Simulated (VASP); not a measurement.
## Te2Mo: single point with PBE+D3(BJ)

Slab: Te2Mo, a slab with vacuum.

```xyz
6
Lattice="3.5039 0.0000 0.0000 -1.7519 3.0345 0.0000 0.0000 0.0000 24.7677" Properties=species:S:1:pos:R:3 pbc="T T T"
Te    0.0000    2.0230    4.5000
Te    0.0000    2.0230    8.1339
Te    0.8760    2.5287   11.7639
Te    0.8760    2.5287   15.3977
Mo    1.7519    1.0115    6.3169
Mo   -0.8760    3.5402   13.5808
```

| Quantity | Value |
| --- | --- |
| Program | VASP 6.6.1 |
| Task | single point |
| Functional | PBE |
| Dispersion | D3(BJ) |
| Potentials or basis | VASP PAW PBE potentials, release 64 (Te, Mo_sv) |
| Cutoff | 520 eV |
| k mesh | 9 × 9 × 1 |
| Occupations | gaussian, width 0.05 eV |
| Spin | no spin polarisation |
| Dipole correction | yes |
| Further INCAR settings | ALGO = Normal; EDIFF = 1e-07; NBANDS = 35 |

- Largest force: 0.080 eV/Å
- Band gap on the k mesh: 1.11 eV, indirect (least direct gap 1.17 eV)
- Dispersion energy per atom: -0.460 eV

Forces in eV/Å, atoms in the order of the input:
```
Te   0.000  0.000 -0.001
Te  -0.058 -0.033 -0.044
Te   0.058  0.033  0.044
Te   0.000  0.000  0.001
Mo  -0.020 -0.011 -0.005
Mo   0.020  0.011  0.005
```

Levels at points of the mesh, in eV from the valence-band top:
```tsv
k point	band 24	band 25	band 26	band 27	band 28	band 29
(0.00, 0.00, 0.00)	-0.83	-0.73	-0.13	3.15	3.17	3.19
```

Run time: 15 min on 1 thread of Oxide Virtual Turin-like Processor (shared host), peak memory 0.44 GiB.

Caveat: spin-orbit coupling is left out, which moves the levels of the heavy elements.
